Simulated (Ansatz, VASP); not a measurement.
KCl in VASP and in Ansatz

Contents of POSCAR:

```
KCl
1.0
    0.0000000000      3.0377462500      3.1561000000
    3.2744537500      0.0000000000      3.1561000000
    3.2744537500      3.0377462500      0.0000000000
K Cl
1 1
Direct
    0.0000000000      0.0000000000      0.0000000000
    0.5000000000      0.5000000000      0.5000000000
```

File INCAR.step1:

```
SYSTEM = KCl
PREC = Accurate
ENCUT = 550
ISMEAR = 0
SIGMA = 0.05
LREAL = .False.
LASPH = .True.
NELM = 120
NBANDS = 15
GGA = PE
ALGO = Normal
EDIFF = 1E-5
LWAVE = .True.
LCHARG = .False.
GGA_COMPAT = .False.
```

File INCAR.step2:

```
SYSTEM = KCl
PREC = Accurate
ENCUT = 550
EDIFF = 1E-6
ISMEAR = 0
SIGMA = 0.05
LREAL = .False.
LASPH = .True.
NELM = 120
ALGO = Normal
ISIF = 2
LWAVE = .False.
LCHARG = .True.
METAGGA = R2SCAN
LMIXTAU = .True.
LELF = .True.
LVHAR = .True.
NBANDS = 15
ISTART = 1
GGA_COMPAT = .False.
```

KPOINTS

```
Automatic mesh
0
Gamma
  6 6 6
  0 0 0
```

Input for Ansatz:

```yaml
crystal:
  lattice:
    - [0.0, 3.03774625, 3.1561]
    - [3.27445375, 0.0, 3.1561]
    - [3.27445375, 3.03774625, 0.0]
  atoms:
    - { symbol: K, position: [0.0, 0.0, 0.0] }
    - { symbol: Cl, position: [0.5, 0.5, 0.5] }
basis:
  ecutwfc: 500
kpoints:
  mp_grid: { grid: [6, 6, 6] }
hamiltonian:
  xc: r2scan
scf:
  occupations: { method: gaussian, width: 0.05 }
output:
  forces: true
  stress: true
  eigenvalues: true
```

Change from the starting cell: strain +0.0375 x Voigt [1, -1, 0, 0, 0, 0], atoms carried along.

Alike in both runs: task single point; functional r2SCAN; k mesh 6 × 6 × 6; occupations gaussian, width 0.05 eV; no spin polarisation.

|  | VASP | Ansatz |
| --- | --- | --- |
| version | VASP 6.6.1 | Ansatz 0.2.0 |
| potentials or method | VASP PAW PBE potentials, release 64 (K_sv, Cl), cutoff 550 eV | scalar-relativistic, plane waves, PAW |
| valence electrons in the cell | 16 | 16 |

```csv
,VASP,Ansatz,Ansatz less VASP
gap on the k mesh at the Fermi level (eV),5.75,5.75,-0.004
least direct gap on the mesh (eV),5.75,5.75,-0.004
pressure (GPa),0.1,0.1,+0.01
"traceless stress, the component that is largest in VASP (GPa)",1.62,1.60,-0.022
```

VASP's potentials were made for PBE, not for r2SCAN. The functional is the same, so the differences come from potentials, cutoffs and numerics.
